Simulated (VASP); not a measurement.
# Li2H (P4/nmm) in VASP: relaxation of cell and atoms with PBE

Aim: the relaxation of cell and atoms of Li2H with PBE.

Program: VASP 6.6.1. These are calculated values, not measurements. Logs are shortened: lines on timing, memory, paths and dates and some standing lists are left out, and cuts for length are marked.

**1. The cell of the first run**

Symmetry: P4/nmm, No. 129, tetragonal system. Conventional cell: a = 3.194 Å, b = 3.194 Å, c = 5.320 Å, α = 90.00°, β = 90.00°, γ = 90.00°. Li (site symmetry -4m2) has 4 H at 2.13 Å and 8 Li at 2.26 to 2.37 Å within 2.8 Å. Within 2.9 Å of Li (site symmetry 4mm) lie 5 H at 2.15 to 2.28 Å and 8 Li at 2.37 to 2.89 Å. Within 2.8 Å of H (site symmetry 4mm) lie 9 Li at 2.13 to 2.28 Å.

The cell was built from a structure type or drawn by symmetry, and may not be a known phase.

**2. Relaxation of cell and atoms, PBE**

File INCAR:

```
SYSTEM = Li2H
PREC = Accurate
ENCUT = 910
EDIFF = 1E-7
ISMEAR = 0
SIGMA = 0.1
LREAL = .FALSE.
LASPH = .TRUE.
NELM = 120
ALGO = Normal
ISIF = 3
LWAVE = .FALSE.
LCHARG = .FALSE.
GGA = PE
IBRION = 2
NSW = 90
EDIFFG = -0.04
GGA_COMPAT = .FALSE.
NELMIN = 4
```

File KPOINTS:

```
regular mesh
0
G
  6 6 4
  0 0 0
```

File POSCAR:

```
Li2H
1.0
    3.1939784800      0.0000000000      0.0000000000
    0.0000000000      3.1939784800      0.0000000000
    0.0000000000      0.0000000000      5.3201900300
Li H
4 2
Direct
    0.0000000000      0.0000000000      0.0000000000
    0.5000000000      0.5000000000      0.0000000000
    0.5000000000      0.0000000000      0.6700000200
    0.0000000000      0.5000000000      0.3299999800
    0.5000000000      0.0000000000      0.2649999900
    0.0000000000      0.5000000000      0.7350000100
```

Potentials or basis: VASP PAW PBE potentials, release 64 (Li_sv, H_h).

Launch:

```sh
> cat potpaw_PBE.64/Li_sv/POTCAR potpaw_PBE.64/H_h/POTCAR > POTCAR
> mpirun -np 1 vasp_std > vasp.out
```

OUTCAR:

```text
SYSTEM = Li2H
   PREC = Accurate
   ENCUT = 910
   EDIFF = 1E-7
   ISMEAR = 0
   LREAL = .FALSE.
   LASPH = .TRUE.
   NELM = 120
   ISIF = 3
   GGA = PE
   IBRION = 2
   NSW = 90
   EDIFFG = -0.04
   NELMIN = 4

 ion  position               nearest neighbor table
   1  0.000  0.000  0.000-   2 2.26   2 2.26   2 2.26   2 2.26   4 2.37   4 2.37   3 2.37   3 2.37

   2  0.500  0.500  0.000-   1 2.26   1 2.26   1 2.26   1 2.26   3 2.37   4 2.37   4 2.37   3 2.37

   3  0.500  0.000  0.670-   1 2.37   2 2.37   2 2.37   1 2.37
   4  0.000  0.500  0.330-   1 2.37   2 2.37   1 2.37   2 2.37
   5  0.500  0.000  0.265-
   6  0.000  0.500  0.735-

  LATTYP: Found a simple tetragonal cell.
 ALAT       =     3.1939784800
 C/A-ratio  =     1.6656937620

  Lattice vectors:

 A1 = (   3.1939784800,   0.0000000000,   0.0000000000)
 A2 = (   0.0000000000,   3.1939784800,   0.0000000000)
 A3 = (   0.0000000000,   0.0000000000,   5.3201900300)

Analysis of symmetry for initial positions (statically):
=====================================================================
 Subroutine PRICEL returns:
 Original cell was already a primitive cell.

 Routine SETGRP: Setting up the symmetry group for a
 simple tetragonal supercell.

 Subroutine GETGRP returns: Found 16 space group operations
 (whereof  8 operations were pure point group operations)
 out of a pool of 16 trial point group operations.

The static configuration has the point symmetry D_2d.
 The point group associated with its full space group is D_4h.

Analysis of symmetry for dynamics (positions and initial velocities):
=====================================================================
 Subroutine PRICEL returns:
 Original cell was already a primitive cell.

 Routine SETGRP: Setting up the symmetry group for a
 simple tetragonal supercell.

 Subroutine GETGRP returns: Found 16 space group operations
 (whereof  8 operations were pure point group operations)
 out of a pool of 16 trial point group operations.

The dynamic configuration has the point symmetry D_2d.
 The point group associated with its full space group is D_4h.

 Subroutine INISYM returns: Found 16 space group operations
 (whereof  8 operations are pure point group operations),
 and found     1 'primitive' translations

----------------------------------------------------------------------------------------

                                     Primitive cell

  volume of cell :      54.2739

  direct lattice vectors                    reciprocal lattice vectors
     3.193978480  0.000000000  0.000000000     0.313089148  0.000000000  0.000000000
     0.000000000  3.193978480  0.000000000     0.000000000  0.313089148  0.000000000
     0.000000000  0.000000000  5.320190030     0.000000000  0.000000000  0.187963211

  length of vectors
     3.193978480  3.193978480  5.320190030     0.313089148  0.313089148  0.187963211

  position of ions in fractional coordinates (direct lattice)
     0.000000000  0.000000000  0.000000000
     0.500000000  0.500000000  0.000000000
     0.500000000  0.000000000  0.670000020
     0.000000000  0.500000000  0.329999980
     0.500000000  0.000000000  0.264999990
     0.000000000  0.500000000  0.735000010

  ion indices of the primitive-cell ions
   primitive index   ion index
                 1           1
                 2           2
                 3           3
                 4           4
                 5           5
                 6           6

----------------------------------------------------------------------------------------

 KPOINTS: regular mesh

Automatic generation of k-mesh.
 Grid dimensions read from file:
 generate k-points for:    6    6    4

 Generating k-lattice:

  Cartesian coordinates                     Fractional coordinates (reciprocal lattice)
     0.052181525  0.000000000  0.000000000     0.166666667  0.000000000  0.000000000
     0.000000000  0.052181525  0.000000000     0.000000000  0.166666667  0.000000000
     0.000000000  0.000000000  0.046990803     0.000000000  0.000000000  0.250000000

  Length of vectors
     0.052181525  0.052181525  0.046990803

  Shift w.r.t. Gamma in fractional coordinates (k-lattice)
     0.000000000  0.000000000  0.000000000

 Subroutine IBZKPT returns following result:
 ===========================================

 Found     30 irreducible k-points:

 Following reciprocal coordinates:
            Coordinates               Weight
  0.000000  0.000000  0.000000      1.000000
  0.166667  0.000000  0.000000      4.000000
  0.333333  0.000000  0.000000      4.000000
  0.500000  0.000000  0.000000      2.000000
  0.166667  0.166667  0.000000      4.000000
  0.333333  0.166667  0.000000      8.000000
[... 16 lines left out ...]
  0.333333  0.000000  0.500000      4.000000
  0.500000  0.000000  0.500000      2.000000
 [... further k-points ...]
   k-points           NKPTS =     30   k-points in BZ     NKDIM =     30   number of bands    NBANDS=     11
   number of dos      NEDOS =    301   number of ions     NIONS =      6
   total plane-waves  NPLWV =  55296
   dimension x,y,z NGX =    32 NGY =   32 NGZ =   54
   dimension x,y,z NGXF=    64 NGYF=   64 NGZF=  108
   ions per type =               4   2
   NGX,Y,Z   is equivalent  to a cutoff of  16.66, 16.66, 16.87 a.u.
   NGXF,Y,Z  is equivalent  to a cutoff of  33.31, 33.31, 33.75 a.u.
 SYSTEM =  Li2H
   PREC   = accura    normal or accurate (medium, high low for compatibility)
   ISTART =      0    job   : 0-new  1-cont  2-samecut
   ICHARG =      2    charge: 1-file 2-atom 10-const
   ISPIN  =      1    spin polarized calculation?
   LNONCOLLINEAR =      F non collinear calculations
   LSORBIT =      F    spin-orbit coupling
   LASPH  =      T    aspherical Exc in radial PAW
   ENCUT  =  910.0 eV  66.88 Ry    8.18 a.u.   7.86  7.86 13.09*2*pi/ulx,y,z
   NELM   =    120;   NELMIN=  4; NELMDL= -5     # of ELM steps
   EDIFF  = 0.1E-06   stopping-criterion for ELM
   LREAL  =      F    real-space projection
   EDIFFG = -.4E-01   stopping-criterion for IOM
   NSW    =     90    number of steps for IOM
   IBRION =      2    ionic relax: 0-MD 1-quasi-New 2-CG
   NFREE  =      1    steps in history (QN), initial steepest desc. (CG)
   ISIF   =      3    stress and relaxation
   ISYM   =      2    0-nonsym 1-usesym 2-fastsym
   POTIM  = 0.5000    time-step for ionic-motion
   TEBEG  =    0.0;   TEEND  =   0.0 temperature during run
   PSTRESS=    0.0 pullay stress
   NELECT =      14.0000    total number of electrons
   NUPDOWN=      -1.0000    fix difference up-down
   EMIN   =  10.00;   EMAX   =-10.00  energy-range for DOS
   EFERMI =   0.00;   METHOD = LEGACY
   ISMEAR =     0;   SIGMA  =   0.10  broadening in eV -4-tet -1-fermi 0-gaus
   EFERMI_NEDOS =   21; number of points for ismear=-14 and -15
   IALGO  =     38    algorithm
   IMIX   =      4    mixing-type and parameters
     AMIX     =   0.40;   BMIX     =  1.00
     AMIX_MAG =   1.60;   BMIX_MAG =  1.00
  volume/ion in A,a.u.               =       9.05        61.04
  Fermi-wavevector in a.u.,A,eV,Ry     =   1.042127  1.969334 14.776305  1.086028
  Thomas-Fermi vector in A             =   2.176778
   LORBIT       =      0    0 simple, 1 ext, 2 COOP (PROOUT), +10 PAW based schemes
   GGA     = PE    functional components
   LHFCALC =     F    Hartree Fock is set to
   AEXX    =    0.0000 exact exchange contribution
   IVDW    =     0    specifies the selected vdW correction
   LEPSILON=     F    determine dielectric tensor
   LRPA    =     F    only Hartree local field effects (RPA)
 conjugate gradient relaxation of ions
 non-spin polarized calculation
 Gauss-broadening in eV      SIGMA  =   0.10
  energy-cutoff  :      910.00
  volume of cell :       54.27
 maximum number of plane-waves:      3414
 NGX is ok and might be reduce to    32
   NGX = 15   NGY = 15   NGZ = 27

--------------------------------------- Ionic step        1  -------------------------------------------

 number of electron      14.0000010 magnetization

 Free energy of the ion-electron system (eV)
  ---------------------------------------------------
  ext. energy  EPLUGINS =         0.00000000
  ---------------------------------------------------
  free energy    TOTEN  =       -12.54191218 eV

  energy without entropy =      -12.52710606  energy(sigma->0) =      -12.53450912

------------------------ aborting loop because EDIFF is reached ----------------------------------------

  FORCE on cell =-STRESS in cart. coord.  units (eV):
  Direction    XX          YY          ZZ          XY          YZ          ZX
  --------------------------------------------------------------------------------------
  -------------------------------------------------------------------------------------
  Total        3.7492778      3.7492778      3.9329018      0.0000000      0.0000000      0.0000000
  in kB      110.6794731    110.6794731    116.1000931      0.0000000      0.0000000      0.0000000
  external PRESSURE =     112.4863464 kB  Pullay stress =       0.0000000 kB
[... 27 lines left out ...]
--------------------------------------- Ionic step        2  -------------------------------------------

 number of electron      13.9999988 magnetization

 E-fermi :   2.6565     XC(G=0):  -8.3834

 val. band max:        2.6251774690   @ k =   0.5000   0.1667   0.0000
 cond. band min:       2.6759971977   @ k =   0.5000   0.5000   0.5000
 fundamental gap:      0.0508197288
 Fermi energy:         2.6564666735

 k-point     1 :       0.0000    0.0000    0.0000
  band No.  band energies     occupation
      1     -44.2728      2.00000
      2     -44.2375      2.00000
      3     -44.0353      2.00000
      4     -43.8497      2.00000
      5      -4.4142      2.00000
      6      -2.6342      2.00000
      7       1.8958      2.00000
      8       6.3894      0.00000
      9       6.3894      0.00000
     10       6.9919      0.00000
     11       8.6638      0.00000
[... 309 lines left out ...]
 k-point    24 :       0.5000    0.0000    0.5000
  band No.  band energies     occupation
      1     -44.2489      2.00000
      2     -44.2489      2.00000
      3     -43.9432      2.00000
      4     -43.9432      2.00000
      5      -2.6804      2.00000
      6      -2.6804      2.00000
      7       1.6637      2.00000
      8       1.6637      2.00000
      9       7.3596      0.00000
     10       7.3596      0.00000
     11       8.9915      0.00000

 [... further k-points ...]

------------------------ aborting loop because EDIFF is reached ----------------------------------------

  FORCE on cell =-STRESS in cart. coord.  units (eV):
  Direction    XX          YY          ZZ          XY          YZ          ZX
  --------------------------------------------------------------------------------------
  -------------------------------------------------------------------------------------
  Total        2.5028507      2.5028507      1.7603862      0.0000000     -0.0000000      0.0000000
  in kB       67.4895073     67.4895073     47.4689128      0.0000000     -0.0000000      0.0000000
  external PRESSURE =      60.8159758 kB  Pullay stress =       0.0000000 kB
[... 61 lines left out ...]
  FREE ENERGIE OF THE ION-ELECTRON SYSTEM (eV)
  ---------------------------------------------------
  free  energy   TOTEN  =       -13.6024241006 eV

  energy  without entropy=      -13.5916196100  energy(sigma->0) =      -13.59702186

[... ionic steps 4 to 16 ...]

--------------------------------------- Ionic step       17  -------------------------------------------

 number of electron      13.9999965 magnetization

------------------------ aborting loop because EDIFF is reached ----------------------------------------
[... 75 lines left out ...]
--------------------------------------- Ionic step       19  -------------------------------------------

 number of electron      14.0000033 magnetization

 Free energy of the ion-electron system (eV)
  ---------------------------------------------------
  ext. energy  EPLUGINS =         0.00000000
  ---------------------------------------------------
  free energy    TOTEN  =       -15.39883576 eV

  energy without entropy =      -15.38795808  energy(sigma->0) =      -15.39339692

 E-fermi :   1.5196     XC(G=0):  -7.9654

 val. band max:        1.5185503423   @ k =   0.5000   0.1667   0.2500
 cond. band min:       1.6129499910   @ k =   0.5000   0.0000   0.2500
 fundamental gap:      0.0943996488
 Fermi energy:         1.5195815852

 k-point     1 :       0.0000    0.0000    0.0000
  band No.  band energies     occupation
      1     -44.7235      2.00000
      2     -44.6867      2.00000
      3     -44.6503      2.00000
      4     -44.6279      2.00000
      5      -4.7278      2.00000
      6      -0.4276      2.00000
      7       2.4152      0.00000
      8       3.0470      0.00000
      9       3.0470      0.00000
     10       3.1502      0.00000
     11       7.1004      0.00000
[... 309 lines left out ...]
 k-point    24 :       0.5000    0.0000    0.5000
  band No.  band energies     occupation
      1     -44.7008      2.00000
      2     -44.7008      2.00000
      3     -44.6427      2.00000
      4     -44.6427      2.00000
      5      -3.0677      2.00000
      6      -3.0677      2.00000
      7       0.7972      2.00000
      8       0.7972      2.00000
      9       7.1072      0.00000
     10       7.1072      0.00000
     11       7.7645      0.00000

 [... further k-points ...]

------------------------ aborting loop because EDIFF is reached ----------------------------------------

  FORCE on cell =-STRESS in cart. coord.  units (eV):
  Direction    XX          YY          ZZ          XY          YZ          ZX
  --------------------------------------------------------------------------------------
  -------------------------------------------------------------------------------------
  Total        0.0328627      0.0328627      0.2151635      0.0000000     -0.0000000      0.0000000
  in kB        0.7808722      0.7808722      5.1126416      0.0000000     -0.0000000      0.0000000
  external PRESSURE =       2.2247953 kB  Pullay stress =       0.0000000 kB
[... 21 lines left out ...]
  FREE ENERGIE OF THE ION-ELECTRON SYSTEM (eV)
  ---------------------------------------------------
  free  energy   TOTEN  =       -15.3988357555 eV

  energy  without entropy=      -15.3879580761  energy(sigma->0) =      -15.39339692

 reached required accuracy - stopping structural energy minimisation
```

Wall time 6 min (1 thread of Intel Xeon Platinum 8375C at 2.90GHz (Ice Lake), shared host); peak memory 0.23 GiB.

Results:

```
Free energy                           : -15.3988 eV
Relaxed volume                        : 11.24 Å³/atom
Relaxed cell                          : a = 4.008 Å, b = 4.008 Å, c = 4.198 Å, α = 90.00°, β = 90.00°, γ = 90.00°
Space group after relaxing (to 0.1 Å) : P4/mmm (No. 123)
Energy gained by relaxing             : 476.2 meV/atom
Ionic steps                           : 19
Pressure after relaxing               : 0.2 GPa
Largest force after relaxing          : 0.017 eV/Å
Band gap on the k mesh                : zero (bands 7 and 8 overlap by 2.29 eV)
```

Forces on the atoms (eV/Å):
```
Li   0.000  0.000  0.000
Li   0.000  0.000  0.000
Li   0.000  0.000  0.017
Li   0.000  0.000 -0.017
H    0.000  0.000  0.006
H    0.000  0.000 -0.006
```

Stress tensor (GPa, compression positive):
```
0.08 0.00 0.00
0.00 0.08 0.00
0.00 0.00 0.51
```

Step by step:
```csv
step,energy change (eV),largest force (eV/Å),pressure (GPa),volume (Å³)
1,0.0000,1.8239,11.25,54.27
2,-0.5643,1.1893,6.08,59.42
3,-1.0605,0.3776,-0.96,72.71
4,-1.0632,0.3761,-1.20,73.51
5,-1.1907,0.4127,-1.32,73.11
6,-1.5606,0.5708,-1.04,71.44
7,-1.7670,1.6969,2.36,65.95
8,-1.8089,1.3059,1.14,67.42
9,-1.9021,1.2751,1.14,67.50
10,-2.1476,1.2328,1.13,67.63
11,-2.4714,1.0486,1.23,67.47
12,-1.9335,0.6319,3.73,65.28
13,-2.3980,1.0907,1.76,67.11
14,-2.6960,0.2948,0.03,68.98
15,-2.7457,0.0596,-0.45,69.88
16,-2.7356,0.3050,-0.94,71.67
17,-2.7563,0.1242,-0.74,70.71
18,-2.8091,0.0704,-0.55,69.71
19,-2.8569,0.0166,0.22,67.43
```

Final structure:
```
CELL_PARAMETERS angstrom
4.00774 0.00000 0.00000
0.00000 4.00774 0.00000
0.00000 0.00000 4.19792
ATOMIC_POSITIONS crystal
Li 0.00000 0.00000 0.00000
Li 0.50000 0.50000 0.00000
Li 0.50000 0.00000 0.49801
Li 0.00000 0.50000 0.50199
H 0.50000 0.00000 0.99887
H 0.00000 0.50000 0.00113
```

Levels at points of the mesh, in eV from the Fermi level:
```tsv
k point	band 5	band 6	band 7	band 8	band 9	band 10
(0.00, 0.00, 0.00)	-6.25	-1.95	0.90	1.53	1.53	1.63
(0.50, 0.00, 0.00)	-4.86	-4.86	1.56	1.56	3.19	3.82
(0.50, 0.50, 0.00)	-4.55	-4.55	-0.66	-0.66	5.19	5.19
(0.00, 0.00, 0.50)	-5.82	-2.43	-2.13	3.30	3.30	3.96
(0.50, 0.00, 0.50)	-4.59	-4.59	-0.72	-0.72	5.59	5.59
(0.50, 0.50, 0.50)	-4.54	-4.54	-0.12	-0.12	3.04	3.28
```

Caveat: the volume moved by over 15 % at a fixed basis, so the end points are rough.
